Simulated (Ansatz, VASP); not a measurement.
# BaTe: VASP beside Ansatz

File POSCAR:

```
BaTe
1.0
    4.2448181589      0.0000000000      0.0000000000
    0.0000000000      4.2448181589      0.0000000000
    0.0000000000      0.0000000000      4.2448181589
Ba Te
1 1
Direct
    0.0000000000      0.0000000000      0.0000000000
    0.5000000000      0.5000000000      0.5000000000
```

The input INCAR.step1:

```
SYSTEM = BaTe
PREC = Accurate
ENCUT = 520
EDIFF = 1E-5
ISMEAR = 0
SIGMA = 0.01
LREAL = .FALSE.
LASPH = .TRUE.
NELM = 60
ALGO = Normal
ISIF = 2
LWAVE = .TRUE.
NBANDS = 15
GGA = PE
```

INCAR.step2

```
SYSTEM = BaTe
PREC = Accurate
ENCUT = 520
EDIFF = 1E-7
ISMEAR = 0
SIGMA = 0.01
LREAL = .FALSE.
LASPH = .TRUE.
NELM = 60
ALGO = Normal
ISIF = 2
LWAVE = .FALSE.
LCHARG = .TRUE.
GGA = PE
LHFCALC = .TRUE.
AEXX = 0.15
HFSCREEN = 0.5
PRECFOCK = Normal
LELF = .TRUE.
LVHAR = .TRUE.
NBANDS = 15
ISTART = 1
```

KPOINTS

```
regular mesh
0
G
  4 4 4
  0 0 0
```

Input for Ansatz:

```yaml
crystal:
  lattice:
    - [4.2448181589, 0.0, 0.0]
    - [0.0, 4.2448181589, 0.0]
    - [0.0, 0.0, 4.2448181589]
  atoms:
    - { symbol: Ba, position: [0.0, 0.0, 0.0] }
    - { symbol: Te, position: [0.5, 0.5, 0.5] }
kpoints:
  mp_grid: { grid: [4, 4, 4] }
hamiltonian:
  xc: { exchange: pbe, correlation: pbe, exx: { coeff: 0.15, omega: 0.5 } }
scf:
  occupations: { method: fixed }
  n_extra_bands: 4
output:
  forces: true
  stress: true
  eigenvalues: true
```

Alike in both runs: task single point; functional PBE-based screened hybrid; k mesh 4 × 4 × 4; no spin polarisation.

```csv
,VASP,Ansatz
version,VASP 6.6.1,Ansatz 0.2.0
potentials or method,"VASP PAW PBE potentials, release 64 (Ba_sv, Te)",plane waves
plane-wave cutoff (eV),520,420
occupations,"gaussian, width 0.01 eV",fixed
valence electrons in the cell,16,26
```

|  | VASP | Ansatz | Ansatz less VASP |
| --- | --- | --- | --- |
| gap on the k mesh at the Fermi level (eV) | 0.91 | 1.00 | +0.089 |
| pressure (GPa) | 0.4 | 0.0 | -0.41 |

VASP's potentials were made for PBE, not for PBE-based screened hybrid. VASP's potentials hold 16 valence electrons a cell and Ansatz's 26, so a difference there can come from the potentials and not from the codes. Ansatz's warnings: stress exchange threshold loose, stress scf threshold loose.

Spin-orbit coupling is off throughout.
